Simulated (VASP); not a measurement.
# PbO3 (I4/mmm) in VASP: relaxation of cell and atoms with PBE

Aim: the relaxation of cell and atoms of PbO3 with PBE.

Program: VASP 6.6.1. These are calculated values, not measurements. Logs are shortened: lines on timing, memory, paths and dates and some standing lists are left out, and cuts for length are marked.

### Step 1. The cell of the first run

It takes space group I4/mmm (No. 139, tetragonal). Conventional cell: a = 3.212 Å, b = 3.212 Å, c = 9.186 Å, α = 90.00°, β = 90.00°, γ = 90.00°. Pb (site symmetry 4/mmm) has 12 O at 2.27 to 2.80 Å within 3.0 Å. Within 3.0 Å of O (site symmetry 4/mmm) lie 4 Pb at 2.27 Å and 8 O at 2.80 Å. Within 3.0 Å of O (site symmetry -4m2) lie 8 O at 2.27 to 2.80 Å and 4 Pb at 2.80 Å.

### Step 2. Relaxation of cell and atoms, PBE

File INCAR:

```
PREC = Accurate
ENCUT = 600
EDIFF = 1E-6
ISMEAR = 0
SIGMA = 0.1
LREAL = False
LASPH = True
NELM = 100
ALGO = Fast
ISIF = 3
LWAVE = False
LCHARG = False
GGA = PE
IBRION = 2
NSW = 100
EDIFFG = -0.01
```

File KPOINTS:

```
regular mesh
0
Gamma
  20 20 20
```

File POSCAR:

```
PbO3
1.0
   -1.6060816271      1.6060816271      4.5928901042
    1.6060816271     -1.6060816271      4.5928901042
    1.6060816271      1.6060816271     -4.5928901042
Pb O
1 3
Direct
    0.0000000000      0.0000000000      0.0000000000
    0.5000000000      0.5000000000      0.0000000000
    0.2500000000      0.7500000000      0.5000000000
    0.7500000000      0.2500000000      0.5000000000
```

Potentials or basis: VASP PAW PBE potentials, release 64 (Pb_d, O).

Started as:

```sh
cat potpaw_PBE.64/Pb_d/POTCAR potpaw_PBE.64/O/POTCAR > POTCAR
mpirun -np 1 vasp_std > vasp.out
```

OUTCAR:

```text
PREC = Accurate
   ENCUT = 600
   EDIFF = 1E-6
   ISMEAR = 0
   LREAL = False
   LASPH = True
   NELM = 100
   ISIF = 3
   GGA = PE
   IBRION = 2
   NSW = 100
   EDIFFG = -0.01

 ion  position               nearest neighbor table
   1  0.000  0.000  0.000-   2 2.27   2 2.27   2 2.27   2 2.27   4 2.80   3 2.80   4 2.80   3 2.80
                             4 2.80   4 2.80   3 2.80   3 2.80
   2  0.500  0.500  0.000-   1 2.27   1 2.27   1 2.27   1 2.27
   3  0.250  0.750  0.500-   1 2.80   1 2.80   1 2.80   1 2.80
   4  0.750  0.250  0.500-   1 2.80   1 2.80   1 2.80   1 2.80

  LATTYP: Found a body centered tetragonal cell.
 ALAT       =     3.2121632542
 C/A-ratio  =     2.8596865979

  Lattice vectors:

 A1 = (  -1.6060816271,   1.6060816271,   4.5928901042)
 A2 = (   1.6060816271,  -1.6060816271,   4.5928901042)
 A3 = (   1.6060816271,   1.6060816271,  -4.5928901042)

Analysis of symmetry for initial positions (statically):
=====================================================================
 Subroutine PRICEL returns:
 Original cell was already a primitive cell.

 Routine SETGRP: Setting up the symmetry group for a
 body centered tetragonal supercell.

 Subroutine GETGRP returns: Found 16 space group operations
 (whereof 16 operations were pure point group operations)
 out of a pool of 16 trial point group operations.

The static configuration has the point symmetry D_4h.

Analysis of symmetry for dynamics (positions and initial velocities):
=====================================================================
 Subroutine PRICEL returns:
 Original cell was already a primitive cell.

 Routine SETGRP: Setting up the symmetry group for a
 body centered tetragonal supercell.

 Subroutine GETGRP returns: Found 16 space group operations
 (whereof 16 operations were pure point group operations)
 out of a pool of 16 trial point group operations.

The dynamic configuration has the point symmetry D_4h.

 Subroutine INISYM returns: Found 16 space group operations
 (whereof 16 operations are pure point group operations),
 and found     1 'primitive' translations

----------------------------------------------------------------------------------------

                                     Primitive cell

  volume of cell :      47.3894

  direct lattice vectors                    reciprocal lattice vectors
    -1.606081627  1.606081627  4.592890104     0.000000000  0.311316680  0.108863915
     1.606081627 -1.606081627  4.592890104     0.311316680  0.000000000  0.108863915
     1.606081627  1.606081627 -4.592890104     0.311316680  0.311316680  0.000000000

  length of vectors
     5.123830198  5.123830198  5.123830198     0.329802103  0.329802103  0.440268271

  position of ions in fractional coordinates (direct lattice)
     0.000000000  0.000000000  0.000000000
     0.500000000  0.500000000  0.000000000
     0.250000000  0.750000000  0.500000000
     0.750000000  0.250000000  0.500000000

  ion indices of the primitive-cell ions
   primitive index   ion index
                 1           1
                 2           2
                 3           3
                 4           4

----------------------------------------------------------------------------------------

 KPOINTS: regular mesh

Automatic generation of k-mesh.
 Grid dimensions read from file:
 generate k-points for:   20   20   20

 Generating k-lattice:

  Cartesian coordinates                     Fractional coordinates (reciprocal lattice)
     0.000000000  0.015565834  0.005443196     0.050000000 -0.000000000  0.000000000
     0.015565834  0.000000000  0.005443196    -0.000000000  0.050000000  0.000000000
     0.015565834  0.015565834  0.000000000     0.000000000  0.000000000  0.050000000

  Length of vectors
     0.016490105  0.016490105  0.022013414

  Shift w.r.t. Gamma in fractional coordinates (k-lattice)
     0.000000000  0.000000000  0.000000000

 Subroutine IBZKPT returns following result:
 ===========================================

 Found    641 irreducible k-points:

 Following reciprocal coordinates:
            Coordinates               Weight
  0.000000  0.000000  0.000000      1.000000
  0.050000 -0.000000  0.000000      8.000000
  0.100000 -0.000000  0.000000      8.000000
  0.150000 -0.000000  0.000000      8.000000
  0.200000 -0.000000  0.000000      8.000000
  0.250000  0.000000  0.000000      8.000000
[... 16 lines left out ...]
 -0.400000  0.050000  0.000000     16.000000
 -0.350000  0.050000 -0.000000     16.000000
 [... further k-points ...]
   k-points           NKPTS =    641   k-points in BZ     NKDIM =    641   number of bands    NBANDS=     20
   number of dos      NEDOS =    301   number of ions     NIONS =      4
   total plane-waves  NPLWV =  74088
   dimension x,y,z NGX =    42 NGY =   42 NGZ =   42
   dimension x,y,z NGXF=    84 NGYF=   84 NGZF=   84
   ions per type =               1   3
   NGX,Y,Z   is equivalent  to a cutoff of  13.63, 13.63, 13.63 a.u.
   NGXF,Y,Z  is equivalent  to a cutoff of  27.25, 27.25, 27.25 a.u.
 SYSTEM =  unknown system
   PREC   = accura    normal or accurate (medium, high low for compatibility)
   ISTART =      0    job   : 0-new  1-cont  2-samecut
   ICHARG =      2    charge: 1-file 2-atom 10-const
   ISPIN  =      1    spin polarized calculation?
   LNONCOLLINEAR =      F non collinear calculations
   LSORBIT =      F    spin-orbit coupling
   LASPH  =      T    aspherical Exc in radial PAW
   ENCUT  =  600.0 eV  44.10 Ry    6.64 a.u.  10.23 10.23 10.23*2*pi/ulx,y,z
   NELM   =    100;   NELMIN=  2; NELMDL= -5     # of ELM steps
   EDIFF  = 0.1E-05   stopping-criterion for ELM
   LREAL  =      F    real-space projection
   EDIFFG = -.1E-01   stopping-criterion for IOM
   NSW    =    100    number of steps for IOM
   IBRION =      2    ionic relax: 0-MD 1-quasi-New 2-CG
   NFREE  =      1    steps in history (QN), initial steepest desc. (CG)
   ISIF   =      3    stress and relaxation
   ISYM   =      2    0-nonsym 1-usesym 2-fastsym
   POTIM  = 0.5000    time-step for ionic-motion
   TEBEG  =    0.0;   TEEND  =   0.0 temperature during run
   PSTRESS=    0.0 pullay stress
   NELECT =      32.0000    total number of electrons
   NUPDOWN=      -1.0000    fix difference up-down
   EMIN   =  10.00;   EMAX   =-10.00  energy-range for DOS
   EFERMI =   0.00;   METHOD = LEGACY
   ISMEAR =     0;   SIGMA  =   0.10  broadening in eV -4-tet -1-fermi 0-gaus
   EFERMI_NEDOS =   21; number of points for ismear=-14 and -15
   IALGO  =     68    algorithm
   IMIX   =      4    mixing-type and parameters
     AMIX     =   0.40;   BMIX     =  1.00
     AMIX_MAG =   1.60;   BMIX_MAG =  1.00
  volume/ion in A,a.u.               =      11.85        79.95
  Fermi-wavevector in a.u.,A,eV,Ry     =   1.436253  2.714125 28.066422  2.062824
  Thomas-Fermi vector in A             =   2.555462
   LORBIT       =      0    0 simple, 1 ext, 2 COOP (PROOUT), +10 PAW based schemes
   GGA     = PE    functional components
   LHFCALC =     F    Hartree Fock is set to
   AEXX    =    0.0000 exact exchange contribution
   IVDW    =     0    specifies the selected vdW correction
   LEPSILON=     F    determine dielectric tensor
   LRPA    =     F    only Hartree local field effects (RPA)
 conjugate gradient relaxation of ions
 non-spin polarized calculation
 RMM-DIIS sequential band-by-band and
 Gauss-broadening in eV      SIGMA  =   0.10
  energy-cutoff  :      600.00
  volume of cell :       47.39
 maximum number of plane-waves:      1607
 NGX is ok and might be reduce to    42
   NGX = 21   NGY = 21   NGZ = 21

--------------------------------------- Ionic step        1  -------------------------------------------

 number of electron      32.0000005 magnetization

 Free energy of the ion-electron system (eV)
  ---------------------------------------------------
  ext. energy  EPLUGINS =         0.00000000
  ---------------------------------------------------
  free energy    TOTEN  =       -16.63466858 eV

  energy without entropy =      -16.62576100  energy(sigma->0) =      -16.63021479

------------------------ aborting loop because EDIFF is reached ----------------------------------------

  FORCE on cell =-STRESS in cart. coord.  units (eV):
  Direction    XX          YY          ZZ          XY          YZ          ZX
  --------------------------------------------------------------------------------------
  -------------------------------------------------------------------------------------
  Total       -0.0976126     -0.0976126     -0.2018402      0.0000000      0.0000000     -0.0000000
  in kB       -3.3001619     -3.3001619     -6.8239673      0.0000000      0.0000000     -0.0000000
  external PRESSURE =      -4.4747637 kB  Pullay stress =       0.0000000 kB
[... 137 lines left out ...]
  energy  without entropy=      -16.6261279267  energy(sigma->0) =      -16.63070563

--------------------------------------- Ionic step        5  -------------------------------------------

 number of electron      32.0000006 magnetization

 Free energy of the ion-electron system (eV)
  ---------------------------------------------------
  ext. energy  EPLUGINS =         0.00000000
  ---------------------------------------------------
  free energy    TOTEN  =       -16.63531435 eV

  energy without entropy =      -16.62601004  energy(sigma->0) =      -16.63066219

 E-fermi :   5.0853     XC(G=0): -11.5581

 val. band max:        5.0837653966   @ k =  -0.4500   0.2000   0.1000
 cond. band min:       5.0905355464   @ k =  -0.2000   0.5000   0.2000
 fundamental gap:      0.0067701498
 Fermi energy:         5.0852548302

 k-point     1 :       0.0000    0.0000    0.0000
  band No.  band energies     occupation
      1     -14.1731      2.00000
      2     -12.8748      2.00000
      3     -11.3108      2.00000
      4     -10.7113      2.00000
      5     -10.7113      2.00000
      6     -10.7075      2.00000
[... 12 lines left out ...]
     19      12.5863      0.00000
[... 513 lines left out ...]
      4     -11.0908      2.00000
      5     -10.9741      2.00000
      6     -10.7032      2.00000
[... 12 lines left out ...]
     19      10.9054      0.00000
     20      11.8699      0.00000

 [... further k-points ...]

------------------------ aborting loop because EDIFF is reached ----------------------------------------

  FORCE on cell =-STRESS in cart. coord.  units (eV):
  Direction    XX          YY          ZZ          XY          YZ          ZX
  --------------------------------------------------------------------------------------
  -------------------------------------------------------------------------------------
  Total        0.0094273      0.0094273      0.0151531      0.0000000     -0.0000000     -0.0000000
  in kB        0.3212423      0.3212423      0.5163565      0.0000000     -0.0000000     -0.0000000
  external PRESSURE =       0.3862804 kB  Pullay stress =       0.0000000 kB
[... 19 lines left out ...]
  FREE ENERGIE OF THE ION-ELECTRON SYSTEM (eV)
  ---------------------------------------------------
  free  energy   TOTEN  =       -16.6353143456 eV

  energy  without entropy=      -16.6260100388  energy(sigma->0) =      -16.63066219

 reached required accuracy - stopping structural energy minimisation
```

It took 2 h on 1 thread of Oxide Virtual Turin-like, shared host; peak memory 0.77 GiB.

What came out:

```
Free energy                           : -16.6353 eV
Relaxed volume                        : 11.75 Å³/atom
Relaxed cell                          : a = 5.093 Å, b = 5.093 Å, c = 5.093 Å, α = 143.24°, β = 143.24°, γ = 52.96°
Space group after relaxing (to 0.1 Å) : I4/mmm (No. 139)
Energy gained by relaxing             : 0.2 meV/atom
Ionic steps                           : 5
Pressure after relaxing               : 0.0 GPa
Band gap on the k mesh                : zero (bands 16 and 17 overlap by 0.78 eV)
```

The path:
| step | energy change (eV) | largest force (eV/Å) | pressure (GPa) | volume (Å³) |
| --- | --- | --- | --- | --- |
| 1 | 0.0000 | 0.0000 | -0.45 | 47.39 |
| 2 | -0.0004 | 0.0000 | 0.03 | 47.16 |
| 3 | -0.0004 | 0.0000 | 0.15 | 47.12 |
| 4 | -0.0006 | 0.0000 | 0.08 | 47.06 |
| 5 | -0.0006 | 0.0000 | 0.04 | 47.02 |

Final structure:
```
Pb O
1.0
    -1.60575    1.60575    4.55876
     1.60575   -1.60575    4.55876
     1.60575    1.60575   -4.55876
Pb O
1 3
Direct
  0.00000 0.00000 0.00000
  0.50000 0.50000 0.00000
  0.25000 0.75000 0.50000
  0.75000 0.25000 0.50000
```

Levels at points of the mesh, in eV from the Fermi level:
| k point | band 12 | band 13 | band 14 | band 15 | band 16 | band 17 | band 18 | band 19 | band 20 |
| --- | --- | --- | --- | --- | --- | --- | --- | --- | --- |
| (0.00, 0.00, 0.00) | -3.59 | -2.89 | -2.89 | -0.41 | -0.27 | 1.04 | 1.04 | 7.50 | 11.57 |
| (0.50, 0.00, 0.00) | -1.92 | -1.59 | -1.28 | -1.22 | -1.01 | -0.23 | 2.38 | 4.11 | 6.38 |
| (0.50, 0.50, 0.00) | -4.91 | -2.72 | -1.46 | -1.41 | -0.96 | 1.61 | 1.61 | 6.73 | 8.11 |
| (0.50, 0.50, 0.50) | -2.54 | -2.54 | -2.43 | -0.46 | -0.44 | 1.06 | 1.06 | 5.76 | 11.90 |

Caveat: semilocal functionals underestimate gaps, and a narrow one can read as zero; spin-orbit coupling is left out, which moves the levels of the heavy elements.
